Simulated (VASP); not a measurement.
# Ti (R-3m) in VASP: a series of runs

Runs on Ti. Level: PBEsol. Tasks: single point.

All numbers are computed with VASP 6.6.1; they aren't measurements. Logs are shortened: lines on timing, memory, paths and dates and some standing lists are left out, and cuts for length are marked.

## (1) The cell of the first run

It takes space group R-3m (No. 166, trigonal). Conventional cell: a = 2.868 Å, b = 2.868 Å, c = 14.050 Å, α = 90.00°, β = 90.00°, γ = 120.00°. Ti (site symmetry 3m) has 12 Ti at 2.51 to 3.25 Å within 3.3 Å.

## (2) Single point, PBEsol

Input file INCAR:

```
SYSTEM = Ti
ALGO     = Fast           ! electronic algorithm
EDIFF    = 1E-6           ! SCF threshold, eV
ENCUT    = 520            ! plane-wave cutoff, eV
GGA      = PS             ! functional
ISIF     = 2              ! what is computed and relaxed
ISMEAR   = 0              ! smearing method
LASPH    = .True.         ! aspherical terms in the spheres
LCHARG   = .False.        ! write CHGCAR
LREAL    = .False.        ! projectors in reciprocal space
LWAVE    = .False.        ! write WAVECAR
NBANDS   = 19             ! bands
NELM     = 100            ! most SCF steps
PREC     = Accurate       ! precision mode
SIGMA    = 0.15           ! smearing width, eV
```

Input file KPOINTS:

```
k-points
0
Gamma
  24 24 24
  0 0 0
```

Input file POSCAR:

```
Ti
1.0
    0.0000000000     -2.0279211515     -2.0279211515
   -2.0279211515      0.0000000000     -2.0279211515
    2.0279211515      2.0279211515     -4.0558423031
Ti
2
Direct
    0.5160144060      0.5160144060      0.4519567820
   -0.0160144060     -0.0160144060      0.0480432180
```

Potentials or basis: VASP PAW PBE potentials, release 64 (Ti_sv).

On the command line:

```bash
cat potpaw_PBE.64/Ti_sv/POTCAR > POTCAR
mpirun -np 1 vasp_std > vasp.out
```

OUTCAR:

```text
SYSTEM = Ti
   EDIFF = 1E-6
   ENCUT = 520
   GGA = PS
   ISIF = 2
   ISMEAR = 0
   LASPH = .True.
   LREAL = .False.
   NELM = 100
   PREC = Accurate

 ion  position               nearest neighbor table
   1  0.516  0.516  0.452-   2 2.51   2 2.51   2 2.51
   2  0.984  0.984  0.048-   1 2.51   1 2.51   1 2.51

  LATTYP: Found a trigonal (rhomboedric) cell.
 ALAT       =     4.9673720598
 COS(alpha) =     0.8333333333

  Lattice vectors:

 A1 = (   2.0279211515,   4.0558423030,  -2.0279211516)
 A2 = (   4.0558423030,   2.0279211515,  -2.0279211516)
 A3 = (   2.0279211515,   2.0279211515,  -4.0558423031)

Analysis of symmetry for initial positions (statically):
=====================================================================
 Subroutine PRICEL returns:
 Original cell was already a primitive cell.

 Routine SETGRP: Setting up the symmetry group for a
 trigonal (rhombohedral) supercell.

 Subroutine GETGRP returns: Found 12 space group operations
 (whereof  6 operations were pure point group operations)
 out of a pool of 12 trial point group operations.

The static configuration has the point symmetry C_3v.
 The point group associated with its full space group is D_3d.

Analysis of symmetry for dynamics (positions and initial velocities):
=====================================================================
 Subroutine PRICEL returns:
 Original cell was already a primitive cell.

 Routine SETGRP: Setting up the symmetry group for a
 trigonal (rhombohedral) supercell.

 Subroutine GETGRP returns: Found 12 space group operations
 (whereof  6 operations were pure point group operations)
 out of a pool of 12 trial point group operations.

The dynamic configuration has the point symmetry C_3v.
 The point group associated with its full space group is D_3d.

 Subroutine INISYM returns: Found 12 space group operations
 (whereof  6 operations are pure point group operations),
 and found     1 'primitive' translations

----------------------------------------------------------------------------------------

                                     Primitive cell

  volume of cell :      33.3590

  direct lattice vectors                    reciprocal lattice vectors
     0.000000000 -2.027921152 -2.027921152     0.123278955 -0.369836864 -0.123278955
    -2.027921152  0.000000000 -2.027921152    -0.369836864  0.123278955 -0.123278955
[... 71 lines left out ...]
   dimension x,y,z NGXF=    48 NGYF=   48 NGZF=   80
   ions per type =               2
   NGX,Y,Z   is equivalent  to a cutoff of  13.91, 13.91, 13.39 a.u.
   NGXF,Y,Z  is equivalent  to a cutoff of  27.82, 27.82, 26.77 a.u.
 SYSTEM =  Ti
   PREC   = accura    normal or accurate (medium, high low for compatibility)
   ISTART =      0    job   : 0-new  1-cont  2-samecut
   ICHARG =      2    charge: 1-file 2-atom 10-const
   ISPIN  =      1    spin polarized calculation?
   LNONCOLLINEAR =      F non collinear calculations
   LSORBIT =      F    spin-orbit coupling
   LASPH  =      T    aspherical Exc in radial PAW
   ENCUT  =  520.0 eV  38.22 Ry    6.18 a.u.   5.33  5.33  9.24*2*pi/ulx,y,z
   NELM   =    100;   NELMIN=  2; NELMDL= -5     # of ELM steps
   EDIFF  = 0.1E-05   stopping-criterion for ELM
   LREAL  =      F    real-space projection
[... 7 lines left out ...]
   TEBEG  =    0.0;   TEEND  =   0.0 temperature during run
   PSTRESS=    0.0 pullay stress
   NELECT =      24.0000    total number of electrons
   NUPDOWN=      -1.0000    fix difference up-down
   EMIN   =  10.00;   EMAX   =-10.00  energy-range for DOS
   EFERMI =   0.00;   METHOD = LEGACY
   ISMEAR =     0;   SIGMA  =   0.15  broadening in eV -4-tet -1-fermi 0-gaus
   EFERMI_NEDOS =   21; number of points for ismear=-14 and -15
   IALGO  =     68    algorithm
   IMIX   =      4    mixing-type and parameters
     AMIX     =   0.40;   BMIX     =  1.00
     AMIX_MAG =   1.60;   BMIX_MAG =  1.00
  volume/ion in A,a.u.               =      16.68       112.56
  Fermi-wavevector in a.u.,A,eV,Ry     =   1.466924  2.772084 29.277901  2.151865
  Thomas-Fermi vector in A             =   2.582603
   LORBIT       =      0    0 simple, 1 ext, 2 COOP (PROOUT), +10 PAW based schemes
   GGA     = PS    functional components
   LHFCALC =     F    Hartree Fock is set to
   AEXX    =    0.0000 exact exchange contribution
   IVDW    =     0    specifies the selected vdW correction
   LEPSILON=     F    determine dielectric tensor
   LRPA    =     F    only Hartree local field effects (RPA)
 non-spin polarized calculation
 RMM-DIIS sequential band-by-band and
 Gauss-broadening in eV      SIGMA  =   0.15
  energy-cutoff  :      520.00
  volume of cell :       33.36
 maximum number of plane-waves:       923
 NGX is ok and might be reduce to    24
   NGX = 11   NGY = 11   NGZ = 19

 number of electron      23.9999997 magnetization

 Free energy of the ion-electron system (eV)
  ---------------------------------------------------
  ext. energy  EPLUGINS =         0.00000000
  ---------------------------------------------------
  free energy    TOTEN  =       -16.05157582 eV

  energy without entropy =      -16.01514096  energy(sigma->0) =      -16.03335839

 E-fermi :   8.5137     XC(G=0): -11.7315

 val. band max:        8.5130332944   @ k =   0.2500   0.2083   0.0833
 cond. band min:       8.5138458325   @ k =  -0.2917  -0.3333   0.0417
 fundamental gap:      0.0008125381
 Fermi energy:         8.5136851171

 k-point     1 :       0.0000    0.0000    0.0000
  band No.  band energies     occupation
      1     -47.9419      2.00000
      2     -47.6132      2.00000
      3     -24.7336      2.00000
      4     -23.9234      2.00000
      5     -23.9234      2.00000
      6     -23.6811      2.00000
[... 505 lines left out ...]
      6     -23.9654      2.00000
[... 11 lines left out ...]
     18      12.4478      0.00000
     19      12.9338      0.00000

 [... further k-points ...]
[... 5 lines left out ...]
  --------------------------------------------------------------------------------------
  -------------------------------------------------------------------------------------
  Total        1.9271650      1.9271650      1.9271650      0.5550985     -0.5550985     -0.5550985
  in kB       92.5584975     92.5584975     92.5584975     26.6604487    -26.6604487    -26.6604487
  external PRESSURE =      92.5584975 kB  Pullay stress =       0.0000000 kB

 VOLUME and BASIS-vectors are now :
 -----------------------------------------------------------------------------
  energy-cutoff  :      520.00
  volume of cell :       33.36
      direct lattice vectors                 reciprocal lattice vectors
     0.000000000 -2.027921152 -2.027921152     0.123278955 -0.369836864 -0.123278955
    -2.027921152  0.000000000 -2.027921152    -0.369836864  0.123278955 -0.123278955
     2.027921152  2.027921152 -4.055842303     0.123278955  0.123278955 -0.123278955

 POSITION                                       TOTAL-FORCE (eV/Angst)
 -----------------------------------------------------------------------------------
     -0.12990     -0.12990     -3.92594         1.737784      1.737784     -1.737784
     -1.89802     -1.89802     -4.18575        -1.737784     -1.737784      1.737784
 -----------------------------------------------------------------------------------
    total drift:                                0.000000      0.000000     -0.000000

  FREE ENERGIE OF THE ION-ELECTRON SYSTEM (eV)
  ---------------------------------------------------
  free  energy   TOTEN  =       -16.0515758153 eV

  energy  without entropy=      -16.0151409551  energy(sigma->0) =      -16.03335839
```

OSZICAR:

```text
N       E                     dE             d eps       ncg     rms          rms(c)
DAV:   1     0.252098574002E+03    0.25210E+03   -0.11980E+04 49910   0.155E+03
DAV:   2     0.915304095913E+01   -0.24295E+03   -0.23885E+03 51143   0.440E+02
DAV:   3    -0.170836317157E+02   -0.26237E+02   -0.25824E+02 93246   0.119E+02
[... 30 lines left out ...]
RMM:  34    -0.160515715056E+02   -0.17307E-05   -0.21612E-05 62368   0.271E-02    0.253E-03
RMM:  35    -0.160515729377E+02   -0.14321E-05   -0.18293E-05 62131   0.256E-02    0.997E-04
RMM:  36    -0.160515740880E+02   -0.11503E-05   -0.14413E-05 57178   0.222E-02    0.135E-03
RMM:  37    -0.160515750544E+02   -0.96642E-06   -0.12319E-05 55584   0.198E-02    0.159E-03
RMM:  38    -0.160515758153E+02   -0.76090E-06   -0.99473E-06 54055   0.179E-02
   1 F= -.16051576E+02 E0= -.16033358E+02  d E =-.364349E-01
```

Run time: 30 min. Hardware: 1 thread of AMD EPYC 9R45 (Zen 5), shared host; peak memory 0.69 GiB.

Results:

* Free energy: -16.0516 eV
* Pressure: 9.3 GPa
* Largest force: 3.010 eV/Å
* Band gap on the k mesh: zero (bands 12 and 13 overlap by 1.13 eV)

Forces on the atoms (eV/Å):
```
Ti   1.738  1.738 -1.738
Ti  -1.738 -1.738  1.738
```

Levels at points of the mesh, in eV from the Fermi level:
```tsv
k point	band 10	band 11	band 12	band 13	band 14	band 15
(0.00, 0.00, 0.00)	-2.97	0.08	0.45	0.45	0.50	0.50
(0.50, 0.00, 0.00)	-1.78	-1.19	-0.67	0.15	0.95	1.39
(0.50, 0.50, 0.00)	-2.56	-1.86	0.43	0.84	1.08	2.81
(0.00, 0.00, 0.50)	-4.14	-1.26	0.63	0.63	0.76	0.76
```

Caveat: the cell stands under pressure; the PAW data sets were made with another functional, which shifts forces and pressure a little.

## (3) Single point, PBEsol (atoms displaced along a vibrational mode)

INCAR: that of step 2 with these lines changed.

```diff
@@ -2,3 +2,3 @@
 ALGO     = Fast           ! electronic algorithm
-EDIFF    = 1E-6           ! SCF threshold, eV
+EDIFF    = 1E-7           ! SCF threshold, eV
 ENCUT    = 520            ! plane-wave cutoff, eV
```

KPOINTS is that of step 2.

Input file POSCAR:

```
Ti
1.0
    0.0000000000     -2.0279211515     -2.0279211515
   -2.0279211515      0.0000000000     -2.0279211515
    2.0279211515      2.0279211515     -4.0558423031
Ti
2
Direct
    0.4893237293      0.4893237293      0.5320288120
    0.0106762707      0.0106762707     -0.0320288120
```

Potentials or basis: VASP PAW PBE potentials, release 64 (Ti_sv).

On the command line:

```bash
cat potpaw_PBE.64/Ti_sv/POTCAR > POTCAR
mpirun -np 1 vasp_std > vasp.out
```

OUTCAR:

```text
SYSTEM = Ti
   EDIFF = 1E-7
   ENCUT = 520
   GGA = PS
   ISIF = 2
   ISMEAR = 0
   LASPH = .True.
   LREAL = .False.
   NELM = 100
   PREC = Accurate

 ion  position               nearest neighbor table
   1  0.489  0.489  0.532-   2 2.63   2 2.63   2 2.63
   2  0.011  0.011  0.968-   1 2.63   1 2.63   1 2.63

  LATTYP: Found a trigonal (rhomboedric) cell.
 ALAT       =     4.9673720598
 COS(alpha) =     0.8333333333

  Lattice vectors:

 A1 = (   2.0279211515,   4.0558423030,  -2.0279211516)
 A2 = (   4.0558423030,   2.0279211515,  -2.0279211516)
[... 194 lines left out ...]
      6     -23.7495      2.00000
[... 505 lines left out ...]
      6     -24.0605      2.00000
[... 11 lines left out ...]
     18      12.3181      0.00000
     19      12.8864      0.00000

 [... further k-points ...]
[... 5 lines left out ...]
  --------------------------------------------------------------------------------------
  -------------------------------------------------------------------------------------
  Total        0.8463773      0.8463773      0.8463773      0.2314014     -0.2314014     -0.2314014
  in kB       40.6500821     40.6500821     40.6500821     11.1138202    -11.1138202    -11.1138202
  external PRESSURE =      40.6500821 kB  Pullay stress =       0.0000000 kB

 VOLUME and BASIS-vectors are now :
 -----------------------------------------------------------------------------
  energy-cutoff  :      520.00
  volume of cell :       33.36
      direct lattice vectors                 reciprocal lattice vectors
     0.000000000 -2.027921152 -2.027921152     0.123278955 -0.369836864 -0.123278955
    -2.027921152  0.000000000 -2.027921152    -0.369836864  0.123278955 -0.123278955
     2.027921152  2.027921152 -4.055842303     0.123278955  0.123278955 -0.123278955

 POSITION                                       TOTAL-FORCE (eV/Angst)
 -----------------------------------------------------------------------------------
      0.08660      0.08660     -4.14244        -0.908008     -0.908008      0.908008
      1.94132      1.94132     -3.96924         0.908008      0.908008     -0.908008
 -----------------------------------------------------------------------------------
    total drift:                                0.000000      0.000000     -0.000000

  FREE ENERGIE OF THE ION-ELECTRON SYSTEM (eV)
  ---------------------------------------------------
  free  energy   TOTEN  =       -16.3896135762 eV

  energy  without entropy=      -16.3524201257  energy(sigma->0) =      -16.37101685
```

OSZICAR:

```text
N       E                     dE             d eps       ncg     rms          rms(c)
DAV:   1     0.250988917382E+03    0.25099E+03   -0.12111E+04 49942   0.156E+03
DAV:   2     0.758791878695E+01   -0.24340E+03   -0.23936E+03 51152   0.440E+02
DAV:   3    -0.176150112049E+02   -0.25203E+02   -0.24862E+02 92374   0.119E+02
[... 45 lines left out ...]
RMM:  49    -0.163896132631E+02   -0.11532E-06   -0.15467E-06 67445   0.766E-03    0.238E-03
RMM:  50    -0.163896133812E+02   -0.11813E-06   -0.13562E-06 53157   0.658E-03    0.100E-03
RMM:  51    -0.163896134607E+02   -0.79493E-07   -0.11102E-06 56794   0.560E-03    0.513E-04
RMM:  52    -0.163896135226E+02   -0.61904E-07   -0.10257E-06 45466   0.443E-03    0.354E-04
RMM:  53    -0.163896135762E+02   -0.53548E-07   -0.85864E-07 46407   0.407E-03
   1 F= -.16389614E+02 E0= -.16371017E+02  d E =-.371935E-01
```

stdout:

```text
POSCAR found type information on POSCAR Ti
 POSCAR found :  1 types and       2 ions
[... 96 lines left out ...]
WARNING in EDDRMM: call to ZHEGV failed, returncode =   6  3     10
 num prob  num prob  num prob  num prob  num prob  num prob  num prob  num prob  num prob  num prob  num prob  num prob  num prob  num prob WARNING in EDDRMM: call to ZHEGV failed, returncode =   6  3     10
 num prob  num prob  num prob  num prob  num prob  num prob  num prob  num prob  num prob  num prob  num prob  num prob  num prob  num prob  num prob  num prob  num prob  num prob  num prob  num prob  num prob  num prob  num prob  num prob  num prob  num prob  num prob  num prob  num prob  num prob  num prob  num prob  num prob  num prob  num prob  num prob  num prob  num prob  num prob  num prob  num prob  num prob  num prob  num prob  num prob  num prob WARNING in EDDRMM: call to ZHEGV failed, returncode =   6  3     14
 num prob  num prob  num prob  num prob  n
```

It took 38 min on 1 thread of Intel Xeon Platinum 8488C (Sapphire Rapids), shared host; peak memory 0.75 GiB.

Results:

* Free energy: -16.3896 eV
* Pressure: 4.1 GPa
* Largest force: 1.573 eV/Å
* Band gap on the k mesh: zero (bands 12 and 13 overlap by 1.42 eV)

Forces on the atoms (eV/Å):
```
Ti  -0.908 -0.908  0.908
Ti   0.908  0.908 -0.908
```

Caveat: the cell differs from its parent crystal (atoms displaced along a vibrational mode); the cell stands under pressure; the PAW data sets were made with another functional, which shifts forces and pressure a little.

## (4) Single point, PBEsol (atoms displaced along a vibrational mode)

Input file INCAR:

```
SYSTEM = Ti
PREC = Accurate ; ENCUT = 520
EDIFF = 1E-7 ; ISMEAR = 0
SIGMA = 0.15 ; LREAL = .False.
LASPH = .True. ; NELM = 60
ALGO = Fast ; ISIF = 2
LWAVE = .False. ; LCHARG = .False.
GGA = PS ; NBANDS = 19
```

Input file KPOINTS:

```
regular mesh
0
Gamma
  24 24 24
  0 0 0
```

Input file POSCAR:

```
Ti
1.0
    0.0000000000     -2.0279211515     -2.0279211515
   -2.0279211515      0.0000000000     -2.0279211515
    2.0279211515      2.0279211515     -4.0558423031
Ti
2
Direct
    0.5053381353      0.5053381353      0.4839855940
   -0.0053381353     -0.0053381353      0.0160144060
```

On the command line:

```bash
cat potpaw_PBE.64/Ti_sv/POTCAR > POTCAR
mpirun -np 1 vasp_std > vasp.out
```

Run time: 34 min. Hardware: 1 thread of Intel Xeon Platinum 8488C (Sapphire Rapids), shared host; peak memory 0.74 GiB.

Results (log left out):

```
Free energy            : -16.5465 eV
Pressure               : 0.7 GPa
Largest force          : 0.588 eV/Å
Band gap on the k mesh : zero (bands 12 and 13 overlap by 1.43 eV)
```

Forces on the atoms (eV/Å):
```
Ti   0.339  0.339 -0.339
Ti  -0.339 -0.339  0.339
```

Stress tensor (GPa, compression positive):
```
 0.69  0.21 -0.21
 0.21  0.69 -0.21
-0.21 -0.21  0.69
```

Levels at points of the mesh, in eV from the Fermi level:
| k point | band 10 | band 11 | band 12 | band 13 | band 14 | band 15 |
| --- | --- | --- | --- | --- | --- | --- |
| (0.00, 0.00, 0.00) | -2.74 | 0.46 | 0.71 | 0.71 | 0.84 | 0.84 |
| (0.50, 0.00, 0.00) | -1.86 | -1.15 | -0.96 | 0.25 | 0.65 | 1.67 |
| (0.50, 0.50, 0.00) | -2.70 | -1.86 | 0.71 | 0.74 | 0.78 | 2.98 |
| (0.00, 0.00, 0.50) | -4.30 | -0.43 | 0.59 | 1.04 | 1.04 | 1.15 |

Caveat: the cell differs from its parent crystal (atoms displaced along a vibrational mode); the PAW data sets were made with another functional, which shifts forces and pressure a little.

## (5) The runs side by side

```csv
cell,further INCAR settings,gap on the mesh (eV),pressure (GPa),largest force (eV/Å)
"as given, atomic positions A",ALGO = Fast; EDIFF = 1e-06; NBANDS = 19,none,9.3,3.01
"as given, atomic positions B",ALGO = Fast; EDIFF = 1e-07; NBANDS = 19,none,4.1,1.57
"as given, atomic positions C",ALGO = Fast; EDIFF = 1e-07; NBANDS = 19,none,0.7,0.59
```

Alike in all rows: task single point; level PBEsol; potentials or basis VASP PAW PBE potentials, release 64 (Ti_sv); no spin polarisation; k mesh 24 × 24 × 24; cutoff (eV) 520; smearing gaussian 0.15 eV.

Caveats: the PAW data sets were made with another functional, which shifts forces and pressure a little; the cell stands under pressure (at least some runs).

Absolute energies hang on the potentials; compare differences alone.
